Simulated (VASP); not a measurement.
TiO: single point with PBEsol

The system is TiO.

```
Ti O
1.0
     2.81877    0.00000    0.00000
    -1.40938    2.44113    0.00000
     0.00000    0.00000    5.45627
Ti O
2 2
Direct
  0.33333 0.66667 0.25000
  0.66667 0.33333 0.75000
  0.00000 0.00000 0.00000
  0.00000 0.00000 0.50000
```

- Program: VASP 6.6.1
- Task: single point
- Functional: PBEsol
- Potentials or basis: VASP PAW PBE potentials, release 64 (Ti_sv, O)
- Cutoff: 520 eV
- k mesh: 12 × 12 × 6
- Occupations: gaussian, width 0.15 eV
- Spin: no spin polarisation

```yaml
Pressure: 0.8 GPa
Band_gap_on_the_k_mesh: zero (band 18 reaches 11.88 eV, above the bottom of band 19 at 11.58 eV)
```

Levels at points of the mesh, in eV from the Fermi level:
```
           k point  band 14  band 15  band 16  band 17  band 18  band 19  band 20  band 21  band 22  band 23
(0.00, 0.00, 0.00)    -5.67    -5.67    -5.48    -2.16    -0.31    -0.31     0.04     0.72     0.72     1.34
(0.50, 0.00, 0.00)    -7.10    -6.06    -5.80    -3.00    -0.01     0.68     1.45     2.11     2.37     2.72
(0.00, 0.00, 0.50)    -5.97    -5.97    -5.97    -0.63    -0.63     0.61     0.61     0.61     0.61     1.99
(0.50, 0.00, 0.50)    -7.65    -6.50    -6.50    -1.48    -1.48     1.92     1.92     2.18     2.18     2.35
```

Wall time 27 s on 1 thread of Intel(R) Xeon(R) 6975P-C (Granite Rapids) (shared host), peak memory 0.19 GiB.

Caveat: the PAW data sets were made with another functional, which shifts forces and pressure a little; semilocal functionals often make such compounds metallic where correlation or magnetic order opens a gap, which also shifts bond lengths.
